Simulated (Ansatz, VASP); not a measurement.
## GaN: VASP beside Ansatz

```xyz
2
Lattice="0.0000 2.2491 2.2491 2.2491 0.0000 2.2491 2.2491 2.2491 0.0000" Properties=species:S:1:pos:R:3 pbc="T T T"
Ga    0.0000    0.0000    0.0000
N     1.1245    1.1245    1.1245
```

Alike in both runs: functional PBEsol; k mesh 8 × 8 × 8; no spin polarisation.

Ansatz relaxed the structure, and its values are those at the end. VASP's run is a single point on that final structure, the one shown.

|  | VASP | Ansatz |
| --- | --- | --- |
| version | VASP 6.6.1 | Ansatz 0.2.0 |
| potentials or method | VASP PAW PBE potentials, release 64 (Ga_d, N) | PAW with Ansatz's default frozen-core files, scalar-relativistic |
| plane-wave cutoff (eV) | 520 | 420 |
| occupations | gaussian, width 0.01 eV | fixed |
| valence electrons in the cell | 18 | 18 |

Ansatz gave:

```
pressure (GPa) : 0.0
```

Problem. Which values does VASP return?

Solution. Pressure (GPa): -0.2.

VASP's potentials were made for PBE, not for PBEsol.
